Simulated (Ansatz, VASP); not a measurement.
# LiF: VASP beside Ansatz

INCAR

```
PREC = Accurate ; ENCUT = 520
EDIFF = 1E-6 ; ISMEAR = 0
SIGMA = 0.05 ; LREAL = False
LASPH = True ; NELM = 80
ALGO = Normal ; ISIF = 2
LWAVE = False ; LCHARG = False
GGA = PE ; NBANDS = 12
```

The input KPOINTS:

```
regular mesh
0
Gamma
  10 10 10
```

The input POSCAR:

```
LiF
1.0
    0.0000000000      2.0945600000      2.0945600000
    2.0945600000      0.0000000000      2.0945600000
    2.0945600000      2.0945600000      0.0000000000
Li F
1 1
Direct
    0.0000000000      0.0000000000      0.0000000000
    0.5000000000      0.5000000000      0.5000000000
```

Input for Ansatz:

```yaml
crystal:
  lattice:
    - [0.0, 2.09456, 2.09456]
    - [2.09456, 0.0, 2.09456]
    - [2.09456, 2.09456, 0.0]
  atoms:
    - { symbol: Li, position: [0.0, 0.0, 0.0] }
    - { symbol: F, position: [0.5, 0.5, 0.5] }
basis:
  ecutwfc: 420
kpoints:
  mp_grid: { grid: [10, 10, 10] }
hamiltonian:
  xc: pbe
scf:
  occupations: { method: gaussian, width: 0.05 }
output:
  forces: true
  stress: true
  eigenvalues: true
```

Change from the starting cell: strain +0.040 along x and y, +0.040 along z, atoms carried along.

Alike in both runs: task single point; functional PBE; k mesh 10 × 10 × 10; occupations gaussian, width 0.05 eV; no spin polarisation.

|  | VASP | Ansatz |
| --- | --- | --- |
| version | VASP 6.6.1 | Ansatz 0.2.0 |
| potentials or method | VASP PAW PBE potentials, release 64 (Li_sv, F), cutoff 520 eV | scalar-relativistic, plane waves, PAW |
| valence electrons in the cell | 10 | 10 |

|  | VASP | Ansatz | Ansatz less VASP |
| --- | --- | --- | --- |
| gap on the k mesh at the Fermi level (eV) | 8.12 | 8.12 | +0.001 |
| least direct gap on the mesh (eV) | 8.12 | 8.12 | +0.001 |

The functional is the same, so the differences come from potentials, cutoffs and numerics.

Noted on VASP's run: the cutoff is short for stress, so the pressure is rough.
